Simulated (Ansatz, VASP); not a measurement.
**Hf in VASP and in Ansatz**

The input POSCAR:

```
Hf
1.0
    1.7701402080     -5.6152483939      0.0000000000
    1.7701402080      5.6152483939      0.0000000000
    0.0000000000      0.0000000000      4.6847215172
Hf
4
Direct
    0.0980000000      0.9020000000      0.9100000000
    0.5980000000      0.4020000000      0.5900000000
    0.9020000000      0.0980000000      0.0900000000
    0.4020000000      0.5980000000      0.4100000000
```

INCAR.step1

```
  ALGO = Normal
  EDIFF = 1E-4
  ENCUT = 520
  GGA = PE
  ISMEAR = 0
  LASPH = T
  LCHARG = F
  LREAL = F
  LWAVE = T
  NBANDS = 28
  NELM = 80
  PREC = Accurate
  SIGMA = 0.1
```

Contents of INCAR.step2:

```
  ALGO = Normal
  EDIFF = 1E-6
  ENCUT = 520
  ISIF = 2
  ISMEAR = 0
  ISTART = 1
  LASPH = T
  LCHARG = F
  LMIXTAU = T
  LREAL = F
  LWAVE = F
  METAGGA = R2SCAN
  NBANDS = 28
  NELM = 80
  PREC = Accurate
  SIGMA = 0.1
```

KPOINTS

```
k-points
0
Gamma
  6 6 4
```

Input for Ansatz:

```yaml
crystal:
  lattice:
    - [1.770140208, -5.6152483939, 0.0]
    - [1.770140208, 5.6152483939, 0.0]
    - [0.0, 0.0, 4.6847215172]
  atoms:
    - { symbol: Hf, position: [0.098, 0.902, 0.91] }
    - { symbol: Hf, position: [0.598, 0.402, 0.59] }
    - { symbol: Hf, position: [0.902, 0.098, 0.09] }
    - { symbol: Hf, position: [0.402, 0.598, 0.41] }
basis:
  ecutwfc: 500
kpoints:
  mp_grid: { grid: [6, 6, 4] }
hamiltonian:
  xc: r2scan
scf:
  occupations: { method: gaussian, width: 0.1 }
  lower_state_search: "off"
output:
  forces: true
  stress: true
  eigenvalues: true
```

Alike in both runs: task single point; functional r2SCAN; k mesh 6 × 6 × 4; occupations gaussian, width 0.1 eV; no spin polarisation.

|  | VASP | Ansatz |
| --- | --- | --- |
| version | VASP 6.6.1 | Ansatz 0.2.0 |
| potentials or method | VASP PAW PBE potentials, release 64 (Hf_pv), cutoff 520 eV | scalar-relativistic, plane waves, PAW |
| valence electrons in the cell | 40 | 104 |

```csv
,VASP,Ansatz,Ansatz less VASP
gap on the k mesh at the Fermi level (eV),none,none,-
pressure (GPa),19.0,20.1,+1.06
"traceless stress, the component that is largest in VASP (GPa)",-7.01,-7.14,-0.132
rms of the force components (eV/Å),3.676,3.743,+0.0668
```

VASP's potentials were made for PBE, not for r2SCAN. Atom by atom the forces differ by 0.077 eV/Å (rms over components). A gap of «none» marks a metal or a gap that the smearing closes. With one functional, cell and mesh, what is left measures potentials, basis and numerics. VASP's potentials hold 40 valence electrons a cell and Ansatz's 104, so a difference there can come from the potentials and not from the codes.

Neither program's run includes spin-orbit coupling.
